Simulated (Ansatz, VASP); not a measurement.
## One calculation of HRh6, two programs

File INCAR:

```
PREC = Accurate
ENCUT = 520
EDIFF = 1E-6
ISMEAR = 0
SIGMA = 0.1
LREAL = F
LASPH = T
NELM = 80
ALGO = Normal
ISIF = 2
LWAVE = F
LCHARG = F
LDIPOL = T
IDIPOL = 3
DIPOL = 0.5 0.5 0.284
GGA = PE
NBANDS = 104
```

The input KPOINTS:

```
regular mesh
0
Gamma
  5 5 1
```

File POSCAR:

```
HRh6
1.0
    5.4163401145      0.0000000000      0.0000000000
    0.0000000000      5.4163401145      0.0000000000
    0.0000000000      0.0000000000     21.6737367085
Rh H
12 2
Direct
    0.2500000000      0.2500000000      0.1845551625
    0.2500000000      0.7500000000      0.1845551625
    0.7500000000      0.2500000000      0.1845551625
    0.7500000000      0.7500000000      0.1845551625
    0.0000000000      0.0000000000      0.2693761947
    0.0000000000      0.5000000000      0.2693761947
    0.5000000000      0.0000000000      0.2693761947
    0.5000000000      0.5000000000      0.2693761947
    0.2500000000      0.2500000000      0.3540569313
    0.2500000000      0.7500000000      0.3540569313
    0.7500000000      0.2500000000      0.3540569313
    0.7500000000      0.7500000000      0.3540569313
    0.4399963826      0.5000000000      0.3748193871
    0.5600036174      0.5000000000      0.3748193871
```

Input for Ansatz:

```yaml
crystal:
  lattice:
    - [5.4163401145, 0.0, 0.0]
    - [0.0, 5.4163401145, 0.0]
    - [0.0, 0.0, 21.6737367085]
  atoms:
    - { symbol: Rh, position: [0.25, 0.25, 0.1845551625] }
    - { symbol: Rh, position: [0.25, 0.75, 0.1845551625] }
    - { symbol: Rh, position: [0.75, 0.25, 0.1845551625] }
    - { symbol: Rh, position: [0.75, 0.75, 0.1845551625] }
    - { symbol: Rh, position: [0.0, 0.0, 0.2693761947] }
    - { symbol: Rh, position: [0.0, 0.5, 0.2693761947] }
    - { symbol: Rh, position: [0.5, 0.0, 0.2693761947] }
    - { symbol: Rh, position: [0.5, 0.5, 0.2693761947] }
    - { symbol: Rh, position: [0.25, 0.25, 0.3540569313] }
    - { symbol: Rh, position: [0.25, 0.75, 0.3540569313] }
    - { symbol: Rh, position: [0.75, 0.25, 0.3540569313] }
    - { symbol: Rh, position: [0.75, 0.75, 0.3540569313] }
    - { symbol: H, position: [0.4399963826, 0.5, 0.3748193871] }
    - { symbol: H, position: [0.5600036174, 0.5, 0.3748193871] }
basis:
  ecutwfc: 420
kpoints:
  mp_grid: { grid: [5, 5, 1] }
hamiltonian:
  xc: pbe
scf:
  occupations: { method: gaussian, width: 0.1 }
output:
  forces: true
  eigenvalues: true
efield:
  axis: 3
  dipole_correction: true
  ramp_width: 0.04
```

Alike in both runs: task single point; functional PBE; k mesh 5 × 5 × 1; occupations gaussian, width 0.1 eV; no spin polarisation.

|  | VASP | Ansatz |
| --- | --- | --- |
| version | VASP 6.6.1 | Ansatz 0.2.0 |
| potentials or method | VASP PAW PBE potentials, release 64 (Rh_pv, H), cutoff 520 eV | scalar-relativistic, plane waves, PAW |
| valence electrons in the cell | 182 | 206 |

VASP gave:

```
gap on the k mesh at the Fermi level (eV) : none
rms of the force components (eV/Å)        : 2.098
```

Task: What did Ansatz give for the same quantities?

Result: gap on the k mesh at the Fermi level (eV): none; rms of the force components (eV/Å): 2.083.

Atom by atom the forces differ by 0.015 eV/Å (rms over components). A gap of «none» marks a metal or a gap that the smearing closes. VASP's potentials hold 182 valence electrons a cell and Ansatz's 206, so a difference there can come from the potentials and not from the codes.
